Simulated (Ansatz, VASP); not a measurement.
InAs in VASP and in Ansatz

File INCAR:

```
SYSTEM = InAs
PREC = Accurate
ENCUT = 520
EDIFF = 1E-6
ISMEAR = 0
SIGMA = 0.05
LREAL = .False.
LASPH = .True.
NELM = 60
ALGO = Normal
ISIF = 2
LWAVE = .False.
LCHARG = .False.
GGA = PE
NBANDS = 16
```

Contents of KPOINTS:

```
Automatic mesh
0
Gamma
  14 14 14
  0 0 0
```

File POSCAR:

```
InAs
1.0
    0.0000000000      2.6674862611      2.6674862611
    2.6674862611      0.0000000000      2.6674862611
    2.6674862611      2.6674862611      0.0000000000
In As
1 1
Direct
    0.5000000000      0.5000000000      0.5000000000
    0.0000000000      0.0000000000      0.0000000000
```

Input for Ansatz:

```yaml
crystal:
  lattice:
    - [0.0, 2.6674862611, 2.6674862611]
    - [2.6674862611, 0.0, 2.6674862611]
    - [2.6674862611, 2.6674862611, 0.0]
  atoms:
    - { symbol: In, position: [0.5, 0.5, 0.5] }
    - { symbol: As, position: [0.0, 0.0, 0.0] }
basis:
  ecutwfc: 420
  ecutrho_ratio: 4
kpoints:
  mp_grid: { grid: [14, 14, 14] }
hamiltonian:
  xc: pbe
scf:
  occupations: { method: gaussian, width: 0.05 }
output:
  forces: true
  stress: true
  eigenvalues: true
```

Alike in both runs: task single point; functional PBE; k mesh 14 × 14 × 14; occupations gaussian, width 0.05 eV; no spin polarisation.

```csv
,VASP,Ansatz
version,VASP 6.6.1,Ansatz 0.2.0
potentials or method,"VASP PAW PBE potentials, release 64 (In_d, As), cutoff 520 eV","scalar-relativistic, plane waves, PAW"
valence electrons in the cell,18,28
```

Ansatz gave:

- gap on the k mesh at the Fermi level (eV): none
- pressure (GPa): 23.7

Estimate VASP's values.

gap on the k mesh at the Fermi level (eV): none; pressure (GPa): 24.0.

A gap of «none» marks a metal or a gap that the smearing closes. VASP's potentials hold 18 valence electrons a cell and Ansatz's 28, so a difference there can come from the potentials and not from the codes.
